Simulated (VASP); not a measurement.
# Rb (I4/mmm) in VASP: single point with r2SCAN

Aim: the single point of Rb with r2SCAN.

All numbers are computed with VASP 6.6.1; they aren't measurements. Logs are shortened: lines on timing, memory, paths and dates and some standing lists are left out, and cuts for length are marked.

**1. The cell of the first run**

The structure is tetragonal, space group I4/mmm (No. 139). The conventional cell has a = 5.909 Å, b = 5.909 Å, c = 5.462 Å, α = 90.00°, β = 90.00°, γ = 90.00°.

**2. Single point, r2SCAN**

The input, POSCAR:

```
Rb
1.0
   -2.9545118615      2.9545118615      2.7308451955
    2.9545118615     -2.9545118615      2.7308451955
    2.9545118615      2.9545118615     -2.7308451955
Rb
1
Direct
    0.0000000000      0.0000000000      0.0000000000
```

The input, INCAR.step1:

```
SYSTEM = Rb
PREC = Accurate
ENCUT = 520
ISMEAR = 0
SIGMA = 0.1
LREAL = .FALSE.
LASPH = .TRUE.
NELM = 60
NBANDS = 10
GGA = PE
ALGO = Normal
EDIFF = 1E-4
LWAVE = .TRUE.
LCHARG = .FALSE.
```

The input, INCAR.step2:

```
SYSTEM = Rb
PREC = Accurate
ENCUT = 520
EDIFF = 1E-6
ISMEAR = 0
SIGMA = 0.1
LREAL = .FALSE.
LASPH = .TRUE.
NELM = 60
ALGO = Normal
ISIF = 2
LWAVE = .FALSE.
LCHARG = .FALSE.
METAGGA = R2SCAN
LMIXTAU = .TRUE.
NBANDS = 10
ISTART = 1
```

The input, KPOINTS:

```
regular mesh
0
G
  14 14 14
  0 0 0
```

Potentials or basis: VASP PAW PBE potentials, release 64 (Rb_sv).

Launch:

```sh
cat potpaw_PBE.64/Rb_sv/POTCAR > POTCAR
cp INCAR.step1 INCAR
mpirun -np 1 vasp_std > vasp.out
cp INCAR.step2 INCAR
mpirun -np 1 vasp_std > vasp.out
```

OUTCAR:

```text
SYSTEM = Rb
   PREC = Accurate
   ENCUT = 520
   EDIFF = 1E-6
   ISMEAR = 0
   LREAL = .FALSE.
   LASPH = .TRUE.
   NELM = 60
   ISIF = 2
   METAGGA = R2SCAN
   ISTART = 1

 ion  position               nearest neighbor table
   1  0.000  0.000  0.000-

  LATTYP: Found a body centered tetragonal cell.
 ALAT       =     5.9090237230
 C/A-ratio  =     0.9242965754

  Lattice vectors:

 A1 = (  -2.9545118615,   2.9545118615,   2.7308451955)
 A2 = (   2.9545118615,  -2.9545118615,   2.7308451955)
 A3 = (   2.9545118615,   2.9545118615,  -2.7308451955)

Analysis of symmetry for initial positions (statically):
=====================================================================
 Subroutine PRICEL returns:
 Original cell was already a primitive cell.

 Routine SETGRP: Setting up the symmetry group for a
 body centered tetragonal supercell.

 Subroutine GETGRP returns: Found 16 space group operations
 (whereof 16 operations were pure point group operations)
 out of a pool of 16 trial point group operations.

The static configuration has the point symmetry D_4h.

Analysis of symmetry for dynamics (positions and initial velocities):
=====================================================================
 Subroutine PRICEL returns:
 Original cell was already a primitive cell.

 Routine SETGRP: Setting up the symmetry group for a
 body centered tetragonal supercell.

 Subroutine GETGRP returns: Found 16 space group operations
 (whereof 16 operations were pure point group operations)
 out of a pool of 16 trial point group operations.

The dynamic configuration has the point symmetry D_4h.

 Subroutine INISYM returns: Found 16 space group operations
 (whereof 16 operations are pure point group operations),
 and found     1 'primitive' translations

----------------------------------------------------------------------------------------

                                     Primitive cell

  volume of cell :      95.3517

  direct lattice vectors                    reciprocal lattice vectors
    -2.954511861  2.954511861  2.730845196     0.000000000  0.169232693  0.183093498
     2.954511861 -2.954511861  2.730845196     0.169232693  0.000000000  0.183093498
     2.954511861  2.954511861 -2.730845196     0.169232693  0.169232693  0.000000000

  length of vectors
     4.991572514  4.991572514  4.991572514     0.249324956  0.249324956  0.239331170

  position of ions in fractional coordinates (direct lattice)
[... 82 lines left out ...]
   NFREE  =      0    steps in history (QN), initial steepest desc. (CG)
   ISIF   =      2    stress and relaxation
   ISYM   =      2    0-nonsym 1-usesym 2-fastsym
   POTIM  = 0.5000    time-step for ionic-motion
   TEBEG  =    0.0;   TEEND  =   0.0 temperature during run
   PSTRESS=    0.0 pullay stress
   NELECT =       9.0000    total number of electrons
   NUPDOWN=      -1.0000    fix difference up-down
   EMIN   =  10.00;   EMAX   =-10.00  energy-range for DOS
   EFERMI =   0.00;   METHOD = LEGACY
   ISMEAR =     0;   SIGMA  =   0.10  broadening in eV -4-tet -1-fermi 0-gaus
   EFERMI_NEDOS =   21; number of points for ismear=-14 and -15
   IALGO  =     38    algorithm
   IMIX   =      4    mixing-type and parameters
     AMIX     =   0.40;   BMIX     =  1.00
     AMIX_MAG =   1.60;   BMIX_MAG =  1.00
  volume/ion in A,a.u.               =      95.35       643.47
  Fermi-wavevector in a.u.,A,eV,Ry     =   0.745383  1.408570  7.559340  0.555596
  Thomas-Fermi vector in A             =   1.840957
   LORBIT       =      0    0 simple, 1 ext, 2 COOP (PROOUT), +10 PAW based schemes
   METAGGA = R2SCAN    functional components
   LHFCALC =     F    Hartree Fock is set to
   AEXX    =    0.0000 exact exchange contribution
   IVDW    =     0    specifies the selected vdW correction
   LEPSILON=     F    determine dielectric tensor
   LRPA    =     F    only Hartree local field effects (RPA)
 non-spin polarized calculation
 Gauss-broadening in eV      SIGMA  =   0.10
  energy-cutoff  :      520.00
  volume of cell :       95.35
 maximum number of plane-waves:      2596
 NGX is ok and might be reduce to    40
   NGX = 19   NGY = 19   NGZ = 19

 number of electron       9.0000000 magnetization

 Free energy of the ion-electron system (eV)
  ---------------------------------------------------
  ext. energy  EPLUGINS =         0.00000000
  ---------------------------------------------------
  free energy    TOTEN  =       -13.92001315 eV

  energy without entropy =      -13.91588078  energy(sigma->0) =      -13.91794696

 E-fermi :  -0.0273     XC(G=0):  -5.6085

 val. band max:       -0.0309072246   @ k =  -0.2143  -0.3571   0.2143
 cond. band min:      -0.0136766207   @ k =  -0.4286   0.4286   0.1429
 fundamental gap:      0.0172306039
 Fermi energy:        -0.0272793496

 k-point     1 :       0.0000    0.0000    0.0000
  band No.  band energies     occupation
      1     -30.1377      2.00000
      2     -13.6309      2.00000
      3     -13.6308      2.00000
      4     -13.6308      2.00000
      5      -2.0653      2.00000
      6       3.7589      0.00000
      7       4.2037      0.00000
      8       4.2037      0.00000
      9       4.6867      0.00000
     10       5.2813      0.00000
[... 287 lines left out ...]
 k-point    24 :       0.2857    0.1429    0.0000
  band No.  band energies     occupation
      1     -30.1344      2.00000
      2     -13.6993      2.00000
      3     -13.6560      2.00000
      4     -13.6391      2.00000
      5      -0.4176      2.00000
      6       1.7905      0.00000
      7       2.5639      0.00000
      8       4.5059      0.00000
      9       4.9515      0.00000
     10       5.6791      0.00000

 [... further k-points ...]

------------------------ aborting loop because EDIFF is reached ----------------------------------------

  FORCE on cell =-STRESS in cart. coord.  units (eV):
  Direction    XX          YY          ZZ          XY          YZ          ZX
  --------------------------------------------------------------------------------------
  -------------------------------------------------------------------------------------
  Total       -0.0189877     -0.0189877      0.0263434      0.0000000      0.0000000     -0.0000000
  in kB       -0.3190466     -0.3190466      0.4426441      0.0000000      0.0000000     -0.0000000
  external PRESSURE =      -0.0651497 kB  Pullay stress =       0.0000000 kB

 VOLUME and BASIS-vectors are now :
 -----------------------------------------------------------------------------
  energy-cutoff  :      520.00
  volume of cell :       95.35
      direct lattice vectors                 reciprocal lattice vectors
    -2.954511861  2.954511861  2.730845196     0.000000000  0.169232693  0.183093498
     2.954511861 -2.954511861  2.730845196     0.169232693  0.000000000  0.183093498
     2.954511861  2.954511861 -2.730845196     0.169232693  0.169232693  0.000000000

 POSITION                                       TOTAL-FORCE (eV/Angst)
 -----------------------------------------------------------------------------------
      0.00000      0.00000      0.00000        -0.000000      0.000000     -0.000000
 -----------------------------------------------------------------------------------
    total drift:                                0.000000      0.000000     -0.000000

  FREE ENERGIE OF THE ION-ELECTRON SYSTEM (eV)
  ---------------------------------------------------
  free  energy   TOTEN  =       -13.9200131472 eV

  energy  without entropy=      -13.9158807802  energy(sigma->0) =      -13.91794696
```

OSZICAR.step1:

```text
N       E                     dE             d eps       ncg     rms          rms(c)
DAV:   1     0.433328180139E+02    0.43333E+02   -0.32662E+03  4880   0.654E+02
DAV:   2     0.194369823498E+01   -0.41389E+02   -0.40446E+02  5442   0.123E+02
DAV:   3    -0.810957287303E+00   -0.27547E+01   -0.27481E+01  6426   0.330E+01
DAV:   4    -0.932692358049E+00   -0.12174E+00   -0.12148E+00  7014   0.592E+00
DAV:   5    -0.934204314691E+00   -0.15120E-02   -0.15118E-02  6588   0.656E-01    0.115E+00
DAV:   6    -0.934937874120E+00   -0.73356E-03   -0.18610E-03  6768   0.246E-01    0.688E-01
DAV:   7    -0.935944911364E+00   -0.10070E-02   -0.29909E-03  5624   0.317E-01    0.443E-02
DAV:   8    -0.936067841881E+00   -0.12293E-03   -0.11823E-04  5610   0.843E-02    0.201E-02
DAV:   9    -0.936079334410E+00   -0.11493E-04   -0.10311E-05  2884   0.262E-02
   1 F= -.93607933E+00 E0= -.93380917E+00  d E =-.454032E-02
```

It took 7 min on 1 thread of Intel Xeon Platinum 8559C (Emerald Rapids), shared host; peak memory 0.41 GiB.

What came out:

```yaml
Free_energy: -13.9200 eV
Pressure: 0.0 GPa
Band_gap_on_the_k_mesh: zero (an odd number of electrons rules out a gap without spin polarisation)
```

Stress tensor (GPa, compression positive):
```
-0.03  0.00  0.00
 0.00 -0.03  0.00
 0.00  0.00  0.04
```

Caveat: the PAW data sets were made with another functional, which shifts forces and pressure a little.
